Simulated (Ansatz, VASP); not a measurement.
Two plane-wave programs on SiNi3

Contents of INCAR:

```
SYSTEM = SiNi3
ALGO     = Fast           ! electronic algorithm
EDIFF    = 1E-6           ! SCF threshold, eV
ENCUT    = 520            ! plane-wave cutoff, eV
GGA      = PS             ! functional
ISIF     = 2              ! what is computed and relaxed
ISMEAR   = 0              ! smearing method
LASPH    = .TRUE.         ! aspherical terms in the spheres
LCHARG   = .FALSE.        ! write CHGCAR
LREAL    = .FALSE.        ! projectors in reciprocal space
LWAVE    = .FALSE.        ! write WAVECAR
NBANDS   = 25             ! bands
NELM     = 100            ! most SCF steps
PREC     = Accurate       ! precision mode
SIGMA    = 0.1            ! smearing width, eV
```

The input KPOINTS:

```
k-points
0
G
  16 16 16
  0 0 0
```

The input POSCAR:

```
SiNi3
1.0
    3.5131644443      0.0000000000      0.0000000000
    0.0000000000      3.5131644443      0.0000000000
    0.0000000000      0.0000000000      3.5131644443
Si Ni
1 3
Direct
    0.0000000000      0.0000000000      0.0000000000
    0.0000000000      0.5000000000      0.5000000000
    0.5000000000      0.0000000000      0.5000000000
    0.5000000000      0.5000000000      0.0000000000
```

Input for Ansatz:

```yaml
crystal:
  lattice:
    - [3.5131644443, 0.0, 0.0]
    - [0.0, 3.5131644443, 0.0]
    - [0.0, 0.0, 3.5131644443]
  atoms:
    - { symbol: Si, position: [0.0, 0.0, 0.0] }
    - { symbol: Ni, position: [0.0, 0.5, 0.5] }
    - { symbol: Ni, position: [0.5, 0.0, 0.5] }
    - { symbol: Ni, position: [0.5, 0.5, 0.0] }
basis:
  ecutwfc: 420
kpoints:
  mp_grid: { grid: [16, 16, 16] }
hamiltonian:
  xc: pbesol
scf:
  occupations: { method: gaussian, width: 0.1 }
output:
  forces: true
  stress: true
  eigenvalues: true
```

Change from the starting cell: equal strain along all axes, cell held, atoms relaxed: +1.5 %.

Alike in both runs: task single point; functional PBEsol; k mesh 16 × 16 × 16; occupations gaussian, width 0.1 eV; no spin polarisation.

```csv
,VASP,Ansatz
version,VASP 6.6.1,Ansatz 0.2.0
potentials or method,"VASP PAW PBE potentials, release 64 (Si, Ni), cutoff 520 eV","scalar-relativistic, plane waves, PAW"
valence electrons in the cell,34,58
```

```tsv
	VASP	Ansatz	Ansatz less VASP
gap on the k mesh at the Fermi level (eV)	none	none	-
pressure (GPa)	-9.4	-9.7	-0.32
```

VASP's potentials were made for PBE, not for PBEsol. A gap of «none» marks a metal or a gap that the smearing closes. VASP's potentials hold 34 valence electrons a cell and Ansatz's 58, so a difference there can come from the potentials and not from the codes.
